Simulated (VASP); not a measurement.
A run of VASP 6.6.1:

The input POSCAR:

```
LiCl
1.0
    4.2230531480      0.0000000000      0.0000000000
   -2.1115265740      3.6572713077      0.0000000000
    0.0000000000      0.0000000000      5.3094642403
Li Cl
2 2
Direct
    0.3333333333      0.6666666667      0.2500000000
    0.6666666667      0.3333333333      0.7500000000
    0.6666666667      0.3333333333      0.2500000000
    0.3333333333      0.6666666667      0.7500000000
```

File INCAR.step1:

```
SYSTEM = LiCl
PREC     = Accurate       ! precision mode
ENCUT    = 520            ! plane-wave cutoff, eV
ISMEAR   = 0              ! smearing method
SIGMA    = 0.01           ! smearing width, eV
LREAL    = .FALSE.        ! projectors in reciprocal space
LASPH    = .TRUE.         ! aspherical terms in the spheres
NELM     = 100            ! most SCF steps
NBANDS   = 18             ! bands
GGA      = PE             ! functional
ALGO     = Normal         ! electronic algorithm
EDIFF    = 1E-4           ! SCF threshold, eV
LWAVE    = .TRUE.         ! write WAVECAR
LCHARG   = .FALSE.        ! write CHGCAR
```

File INCAR.step2:

```
SYSTEM = LiCl
PREC     = Accurate       ! precision mode
ENCUT    = 520            ! plane-wave cutoff, eV
EDIFF    = 1E-6           ! SCF threshold, eV
ISMEAR   = 0              ! smearing method
SIGMA    = 0.01           ! smearing width, eV
LREAL    = .FALSE.        ! projectors in reciprocal space
LASPH    = .TRUE.         ! aspherical terms in the spheres
NELM     = 100            ! most SCF steps
ALGO     = Normal         ! electronic algorithm
ISIF     = 2              ! what is computed and relaxed
LWAVE    = .FALSE.        ! write WAVECAR
LCHARG   = .FALSE.        ! write CHGCAR
METAGGA  = R2SCAN         ! meta-GGA
LMIXTAU  = .TRUE.       
NBANDS   = 18             ! bands
ISTART   = 1
```

Contents of KPOINTS:

```
Automatic mesh
0
G
  12 12 6
  0 0 0
```

Potentials or basis: VASP PAW PBE potentials, release 64 (Li_sv, Cl).

Run with:

```sh
$ cat potpaw_PBE.64/Li_sv/POTCAR potpaw_PBE.64/Cl/POTCAR > POTCAR
$ cp INCAR.step1 INCAR
$ mpirun -np 1 vasp_std > vasp.out
$ cp INCAR.step2 INCAR
$ mpirun -np 1 vasp_std > vasp.out
```

Hardware: 1 thread of AMD EPYC 7R13 Processor (Zen 3), with other jobs on the host.

**Question.** Estimate the wall time of this run.

**Answer.** It took 5.8 min on 1 thread of AMD EPYC 7R13 Processor (Zen 3), with other jobs on the host, peak memory 0.22 GiB. Counts: k points 76.
